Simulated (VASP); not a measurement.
# BaS (zincblende type) (F-43m) in VASP: further runs

The runs below take BaS (zincblende type) through electric field gradients, with PBE.

All numbers are computed with VASP 6.6.1; they aren't measurements. Logs are shortened: lines on timing, memory, paths and dates and some standing lists are left out, and cuts for length are marked.

### 1 The cell of the first run

Symmetry: F-43m, No. 216, cubic system. The conventional cell has a = 7.032 Å, b = 7.032 Å, c = 7.032 Å, α = 90.00°, β = 90.00°, γ = 90.00°. Ba (site symmetry -43m) has 4 S at 3.05 Å within 4.0 Å. Within 4.0 Å of S (site symmetry -43m) lie 4 Ba at 3.05 Å.

### 2 Electric field gradients, PBE

File INCAR:

```
SYSTEM = BaS
  PREC = Accurate
  ENCUT = 520
  EDIFF = 1E-8
  ISMEAR = 1
  SIGMA = 0.001
  LREAL = .False.
  LASPH = .True.
  NELM = 60
  ALGO = Normal
  ISIF = 2
  LWAVE = .False.
  LCHARG = .False.
  GGA = PE
  LEFG = .True.
  NBANDS = 15
```

File KPOINTS:

```
Automatic mesh
0
Gamma
  9 9 9
  0 0 0
```

File POSCAR:

```
BaS
1.0
    0.0000000000      3.5161364223      3.5161364223
    3.5161364223      0.0000000000      3.5161364223
    3.5161364223      3.5161364223      0.0000000000
Ba S
1 1
Direct
    0.0000000000      0.0000000000      0.0000000000
    0.2500000000      0.2500000000      0.2500000000
```

Potentials or basis: VASP PAW PBE potentials, release 64 (Ba_sv, S).

On the command line:

```console
$ cat potpaw_PBE.64/Ba_sv/POTCAR potpaw_PBE.64/S/POTCAR > POTCAR
$ mpirun -np 1 vasp_std > vasp.out
```

OUTCAR:

```text
SYSTEM = BaS
   PREC = Accurate
   ENCUT = 520
   EDIFF = 1E-8
   ISMEAR = 1
   LREAL = .False.
   LASPH = .True.
   NELM = 60
   ISIF = 2
   GGA = PE

 ion  position               nearest neighbor table
   1  0.000  0.000  0.000-   2 3.05   2 3.05   2 3.05   2 3.05
   2  0.250  0.250  0.250-   1 3.05   1 3.05   1 3.05   1 3.05

  LATTYP: Found a face centered cubic cell.
 ALAT       =     7.0322728446

  Lattice vectors:

 A1 = (   0.0000000000,   3.5161364223,   3.5161364223)
 A2 = (   3.5161364223,   0.0000000000,   3.5161364223)
 A3 = (   3.5161364223,   3.5161364223,   0.0000000000)

Analysis of symmetry for initial positions (statically):
=====================================================================
 Subroutine PRICEL returns:
 Original cell was already a primitive cell.

 Routine SETGRP: Setting up the symmetry group for a
 face centered cubic supercell.

 Subroutine GETGRP returns: Found 24 space group operations
 (whereof 24 operations were pure point group operations)
 out of a pool of 48 trial point group operations.

The static configuration has the point symmetry T_d .

Analysis of symmetry for dynamics (positions and initial velocities):
=====================================================================
 Subroutine PRICEL returns:
 Original cell was already a primitive cell.

 Routine SETGRP: Setting up the symmetry group for a
 face centered cubic supercell.

 Subroutine GETGRP returns: Found 24 space group operations
 (whereof 24 operations were pure point group operations)
 out of a pool of 48 trial point group operations.

The dynamic configuration has the point symmetry T_d .

 Subroutine INISYM returns: Found 24 space group operations
 (whereof 24 operations are pure point group operations),
 and found     1 'primitive' translations

----------------------------------------------------------------------------------------

                                     Primitive cell

  volume of cell :      86.9415

  direct lattice vectors                    reciprocal lattice vectors
     0.000000000  3.516136422  3.516136422    -0.142201536  0.142201536  0.142201536
     3.516136422  0.000000000  3.516136422     0.142201536 -0.142201536  0.142201536
     3.516136422  3.516136422  0.000000000     0.142201536  0.142201536 -0.142201536

  length of vectors
     4.972567816  4.972567816  4.972567816     0.246300285  0.246300285  0.246300285

  position of ions in fractional coordinates (direct lattice)
     0.000000000  0.000000000  0.000000000
     0.250000000  0.250000000  0.250000000

  ion indices of the primitive-cell ions
   primitive index   ion index
                 1           1
                 2           2

----------------------------------------------------------------------------------------

 KPOINTS: Automatic mesh

Automatic generation of k-mesh.
 Grid dimensions read from file:
 generate k-points for:    9    9    9

 Generating k-lattice:

  Cartesian coordinates                     Fractional coordinates (reciprocal lattice)
    -0.015800171  0.015800171  0.015800171     0.111111111  0.000000000  0.000000000
     0.015800171 -0.015800171  0.015800171     0.000000000  0.111111111  0.000000000
     0.015800171  0.015800171 -0.015800171     0.000000000  0.000000000  0.111111111

  Length of vectors
     0.027366698  0.027366698  0.027366698

  Shift w.r.t. Gamma in fractional coordinates (k-lattice)
     0.000000000  0.000000000  0.000000000

 Subroutine IBZKPT returns following result:
 ===========================================

 Found     35 irreducible k-points:

 Following reciprocal coordinates:
            Coordinates               Weight
  0.000000  0.000000  0.000000      1.000000
  0.111111  0.000000  0.000000      8.000000
  0.222222  0.000000  0.000000      8.000000
  0.333333  0.000000  0.000000      8.000000
  0.444444  0.000000  0.000000      8.000000
  0.111111  0.111111  0.000000      6.000000
[... 16 lines left out ...]
 -0.333333  0.333333  0.000000     12.000000
  0.444444  0.444444  0.000000      6.000000
 [... further k-points ...]
   k-points           NKPTS =     35   k-points in BZ     NKDIM =     35   number of bands    NBANDS=     15
   number of dos      NEDOS =    301   number of ions     NIONS =      2
   total plane-waves  NPLWV =  64000
   dimension x,y,z NGX =    40 NGY =   40 NGZ =   40
   dimension x,y,z NGXF=    80 NGYF=   80 NGZF=   80
   ions per type =               1   1
   NGX,Y,Z   is equivalent  to a cutoff of  13.37, 13.37, 13.37 a.u.
   NGXF,Y,Z  is equivalent  to a cutoff of  26.75, 26.75, 26.75 a.u.
 SYSTEM =  BaS
   PREC   = accura    normal or accurate (medium, high low for compatibility)
   ISTART =      0    job   : 0-new  1-cont  2-samecut
   ICHARG =      2    charge: 1-file 2-atom 10-const
   ISPIN  =      1    spin polarized calculation?
   LNONCOLLINEAR =      F non collinear calculations
   LSORBIT =      F    spin-orbit coupling
   LASPH  =      T    aspherical Exc in radial PAW
   ENCUT  =  520.0 eV  38.22 Ry    6.18 a.u.   9.25  9.25  9.25*2*pi/ulx,y,z
   NELM   =     60;   NELMIN=  2; NELMDL= -5     # of ELM steps
   EDIFF  = 0.1E-07   stopping-criterion for ELM
   LREAL  =      F    real-space projection
   EDIFFG = 0.1E-06   stopping-criterion for IOM
   NSW    =      0    number of steps for IOM
   IBRION =     -1    ionic relax: 0-MD 1-quasi-New 2-CG
   NFREE  =      0    steps in history (QN), initial steepest desc. (CG)
   ISIF   =      2    stress and relaxation
   ISYM   =      2    0-nonsym 1-usesym 2-fastsym
   POTIM  = 0.5000    time-step for ionic-motion
   TEBEG  =    0.0;   TEEND  =   0.0 temperature during run
   PSTRESS=    0.0 pullay stress
   NELECT =      16.0000    total number of electrons
   NUPDOWN=      -1.0000    fix difference up-down
   EMIN   =  10.00;   EMAX   =-10.00  energy-range for DOS
   EFERMI =   0.00;   METHOD = LEGACY
   ISMEAR =     1;   SIGMA  =   0.00  broadening in eV -4-tet -1-fermi 0-gaus
   EFERMI_NEDOS =   21; number of points for ismear=-14 and -15
   IALGO  =     38    algorithm
   IMIX   =      4    mixing-type and parameters
     AMIX     =   0.40;   BMIX     =  1.00
     AMIX_MAG =   1.60;   BMIX_MAG =  1.00
  volume/ion in A,a.u.               =      43.47       293.36
  Fermi-wavevector in a.u.,A,eV,Ry     =   0.931192  1.759697 11.797857  0.867118
  Thomas-Fermi vector in A             =   2.057659
   LORBIT       =      0    0 simple, 1 ext, 2 COOP (PROOUT), +10 PAW based schemes
   GGA     = PE    functional components
   LHFCALC =     F    Hartree Fock is set to
   AEXX    =    0.0000 exact exchange contribution
   IVDW    =     0    specifies the selected vdW correction
   LEPSILON=     F    determine dielectric tensor
   LRPA    =     F    only Hartree local field effects (RPA)
 non-spin polarized calculation
 Methfessel and Paxton  Order N= 1 SIGMA  =   0.00
  energy-cutoff  :      520.00
  volume of cell :       86.94
 maximum number of plane-waves:      2357
 NGX is ok and might be reduce to    40
   NGX = 19   NGY = 19   NGZ = 19

 number of electron      15.9999999 magnetization

 Free energy of the ion-electron system (eV)
  ---------------------------------------------------
  ext. energy  EPLUGINS =         0.00000000
  ---------------------------------------------------
  free energy    TOTEN  =        -9.73309132 eV

  energy without entropy =       -9.73309132  energy(sigma->0) =       -9.73309132

 E-fermi :  -0.1126     XC(G=0):  -7.1877

 val. band max:       -0.1918576902   @ k =  -0.3333   0.4444   0.2222
 cond. band min:       2.6030706782   @ k =   0.0000   0.0000   0.0000
 fundamental gap:      2.7949283684
 Fermi energy:        -0.1126334153

 k-point     1 :       0.0000    0.0000    0.0000
  band No.  band energies     occupation
      1     -26.2495      2.00000
      2     -11.4308      2.00000
      3     -11.4308      2.00000
      4     -11.4308      2.00000
      5     -10.0773      2.00000
      6      -0.8459      2.00000
      7      -0.8459      2.00000
      8      -0.8459      2.00000
      9       2.6031      0.00000
     10       4.8855      0.00000
     11       4.8855      0.00000
     12       6.8134      0.00000
     13       6.8134      0.00000
     14       6.8134      0.00000
     15       9.8221      0.00000

 k-point     2 :       0.1111    0.0000    0.0000
  band No.  band energies     occupation
      1     -26.2477      2.00000
      2     -11.5341      2.00000
      3     -11.4355      2.00000
      4     -11.4355      2.00000
      5      -9.9705      2.00000
      6      -0.8860      2.00000
      7      -0.8130      2.00000
      8      -0.8130      2.00000
      9       2.8797      0.00000
     10       4.7782      0.00000
     11       4.7782      0.00000
     12       6.6541      0.00000
     13       7.0258      0.00000
     14       7.0258      0.00000
     15       9.0431      0.00000

 k-point     3 :       0.2222    0.0000    0.0000
  band No.  band energies     occupation
      1     -26.2434      2.00000
      2     -11.7455      2.00000
      3     -11.4472      2.00000
      4     -11.4472      2.00000
      5      -9.7525      2.00000
      6      -0.9223      2.00000
      7      -0.7324      2.00000
      8      -0.7324      2.00000
      9       3.5215      0.00000
     10       4.6620      0.00000
     11       4.6620      0.00000
     12       6.3489      0.00000
     13       7.2295      0.00000
     14       7.2295      0.00000
     15       7.8261      0.00000
[... 343 lines left out ...]
 k-point    23 :      -0.3333    0.3333    0.0000
  band No.  band energies     occupation
      1     -26.2310      2.00000
      2     -12.0901      2.00000
      3     -11.5814      2.00000
      4     -11.4973      2.00000
      5      -9.2766      2.00000
      6      -0.8564      2.00000
      7      -0.4728      2.00000
      8      -0.3791      2.00000
      9       3.3629      0.00000
     10       4.6469      0.00000
     11       4.8627      0.00000
     12       6.7223      0.00000
     13       7.0021      0.00000
     14       7.5362      0.00000
     15       8.5079      0.00000

 k-point    24 :       0.4444    0.4444    0.0000
  band No.  band energies     occupation
      1     -26.2304      2.00000
      2     -12.1284      2.00000
      3     -11.5257      2.00000
      4     -11.5257      2.00000
      5      -9.2682      2.00000
      6      -1.2449      2.00000
      7      -0.1956      2.00000
      8      -0.1956      2.00000
      9       3.2782      0.00000
     10       4.4900      0.00000
     11       6.1173      0.00000
     12       6.1825      0.00000
     13       6.1825      0.00000
     14       7.6501      0.00000
     15       9.2448      0.00000

 [... further k-points ...]
[... 5 lines left out ...]
  --------------------------------------------------------------------------------------
  -------------------------------------------------------------------------------------
  Total        0.2522812      0.2522812      0.2522812     -0.0000000     -0.0000000     -0.0000000
  in kB        4.6490945      4.6490945      4.6490945     -0.0000000     -0.0000000     -0.0000000
  external PRESSURE =       4.6490945 kB  Pullay stress =       0.0000000 kB

 VOLUME and BASIS-vectors are now :
 -----------------------------------------------------------------------------
  energy-cutoff  :      520.00
  volume of cell :       86.94
      direct lattice vectors                 reciprocal lattice vectors
     0.000000000  3.516136422  3.516136422    -0.142201536  0.142201536  0.142201536
     3.516136422  0.000000000  3.516136422     0.142201536 -0.142201536  0.142201536
     3.516136422  3.516136422  0.000000000     0.142201536  0.142201536 -0.142201536

 POSITION                                       TOTAL-FORCE (eV/Angst)
 -----------------------------------------------------------------------------------
      0.00000      0.00000      0.00000        -0.000000     -0.000000     -0.000000
      1.75807      1.75807      1.75807         0.000000      0.000000      0.000000
 -----------------------------------------------------------------------------------
    total drift:                                0.000000      0.000000      0.000000

  FREE ENERGIE OF THE ION-ELECTRON SYSTEM (eV)
  ---------------------------------------------------
  free  energy   TOTEN  =        -9.7330913193 eV

  energy  without entropy=       -9.7330913193  energy(sigma->0) =       -9.73309132

 Electric field gradients (V/A^2)
---------------------------------------------------------------------
 ion       V_xx      V_yy      V_zz      V_xy      V_xz      V_yz
---------------------------------------------------------------------
   1      -0.000    -0.000     0.000     0.000     0.000     0.000
   2      -0.000     0.000    -0.000     0.000     0.000     0.000
---------------------------------------------------------------------

 Electric field gradients after diagonalization (V/A^2)
 (convention: |V_zz| > |V_xx| > |V_yy|)
----------------------------------------------------------------------
 ion       V_xx      V_yy      V_zz     asymmetry (V_yy - V_xx)/ V_zz
----------------------------------------------------------------------
   1      -0.000    -0.000     0.000       0.000
   2      -0.000    -0.000     0.001       0.000
----------------------------------------------------------------------

           NMR quadrupolar parameters

 Cq : quadrupolar parameter    Cq=e*Q*V_zz/h
 eta: asymmetry parameters     (V_yy - V_xx)/ V_zz
 Q  : nuclear electric quadrupole moment in mb (millibarn)
----------------------------------------------------------------------
 ion       Cq(MHz)       eta       Q (mb)
----------------------------------------------------------------------
   1       0.000       0.000       1.000
   2       0.000       0.000       1.000
----------------------------------------------------------------------
```

It took 68 s on 1 thread of Intel Xeon Platinum 8375C at 2.90GHz (Ice Lake), shared host; peak memory 0.25 GiB.

Results:

* Free energy: -9.7331 eV
* Pressure: 0.5 GPa
* Band gap on the k mesh: 2.79 eV, indirect (least direct gap 3.45 eV)

Caveat: without QUAD_EFG the Cq values of the log hold for a quadrupole moment of 1 mb, not for the nuclei; spin-orbit coupling is left out, which moves the levels of the heavy elements. A hybrid or GW would open this gap; PBE tends to underestimate it.

### 3 Electric field gradients, PBE (volume scaled by 1.02)

File INCAR:

```
PREC     = Accurate       # precision mode
ENCUT    = 520            # plane-wave cutoff, eV
EDIFF    = 1E-8           # SCF threshold, eV
ISMEAR   = -1             # smearing method
SIGMA    = 0.08           # smearing width, eV
LREAL    = False          # projectors in reciprocal space
LASPH    = True           # aspherical terms in the spheres
NELM     = 80             # most SCF steps
ALGO     = Normal         # electronic algorithm
ISIF     = 2              # what is computed and relaxed
LWAVE    = False          # write WAVECAR
LCHARG   = False          # write CHGCAR
GGA      = PE             # functional
LEFG     = True         
NBANDS   = 15             # bands
```

File KPOINTS:

```
regular mesh
0
Gamma
  9 9 9
```

File POSCAR:

```
BaS
1.0
    0.0000000000      3.5394227726      3.5394227726
    3.5394227726      0.0000000000      3.5394227726
    3.5394227726      3.5394227726      0.0000000000
Ba S
1 1
Direct
    0.0000000000      0.0000000000      0.0000000000
    0.2500000000      0.2500000000      0.2500000000
```

Potentials or basis: VASP PAW PBE potentials, release 64 (Ba_sv, S).

On the command line:

```console
$ cat potpaw_PBE.64/Ba_sv/POTCAR potpaw_PBE.64/S/POTCAR > POTCAR
$ mpirun -np 1 vasp_std > vasp.out
```

OUTCAR:

```text
PREC = Accurate
   ENCUT = 520
   EDIFF = 1E-8
   ISMEAR = -1
   LREAL = False
   LASPH = True
   NELM = 80
   ISIF = 2
   GGA = PE

 ion  position               nearest neighbor table
   1  0.000  0.000  0.000-   2 3.07   2 3.07   2 3.07   2 3.07
   2  0.250  0.250  0.250-   1 3.07   1 3.07   1 3.07   1 3.07

  LATTYP: Found a face centered cubic cell.
 ALAT       =     7.0788455452

  Lattice vectors:

 A1 = (   0.0000000000,   3.5394227726,   3.5394227726)
 A2 = (   3.5394227726,   0.0000000000,   3.5394227726)
[... 643 lines left out ...]
  FREE ENERGIE OF THE ION-ELECTRON SYSTEM (eV)
  ---------------------------------------------------
  free  energy   TOTEN  =        -9.7352337154 eV

  energy  without entropy=       -9.7352337111  energy(sigma->0) =       -9.73523371

 Electric field gradients (V/A^2)
---------------------------------------------------------------------
 ion       V_xx      V_yy      V_zz      V_xy      V_xz      V_yz
---------------------------------------------------------------------
   1       0.000     0.000    -0.000     0.000     0.000     0.000
   2      -0.000    -0.000     0.000     0.000     0.000     0.000
---------------------------------------------------------------------

 Electric field gradients after diagonalization (V/A^2)
 (convention: |V_zz| > |V_xx| > |V_yy|)
----------------------------------------------------------------------
 ion       V_xx      V_yy      V_zz     asymmetry (V_yy - V_xx)/ V_zz
----------------------------------------------------------------------
   1      -0.000    -0.000     0.000       0.000
   2      -0.000    -0.000     0.001       0.000
----------------------------------------------------------------------

           NMR quadrupolar parameters

 Cq : quadrupolar parameter    Cq=e*Q*V_zz/h
 eta: asymmetry parameters     (V_yy - V_xx)/ V_zz
 Q  : nuclear electric quadrupole moment in mb (millibarn)
----------------------------------------------------------------------
 ion       Cq(MHz)       eta       Q (mb)
----------------------------------------------------------------------
   1       0.000       0.000       1.000
   2       0.000       0.000       1.000
----------------------------------------------------------------------
```

stdout:

```text
POSCAR found type information on POSCAR BaS
 POSCAR found :  2 types and       2 ions
 scaLAPACK will be used
 LDA part: xc-table for (Slater+PW92), standard interpolation
 POSCAR, INCAR and KPOINTS ok, starting setup
 FFT: planning ... GRIDC
 FFT: planning ... GRID_SOFT
 FFT: planning ... GRID
 WAVECAR not read
 entering main loop
ion   1

ion   2
```

It took 71 s on 1 thread of Intel Xeon Platinum 8375C at 2.90GHz (Ice Lake), shared host; peak memory 0.25 GiB.

Results:

```
Free energy            : -9.7352 eV
Pressure               : -0.1 GPa
Band gap on the k mesh : 2.76 eV, indirect (least direct gap 3.38 eV)
```

Caveat: without QUAD_EFG the Cq values of the log hold for a quadrupole moment of 1 mb, not for the nuclei; spin-orbit coupling is left out, which moves the levels of the heavy elements. A k mesh can miss the band edges.

(Part 1 of 2 ends here.)
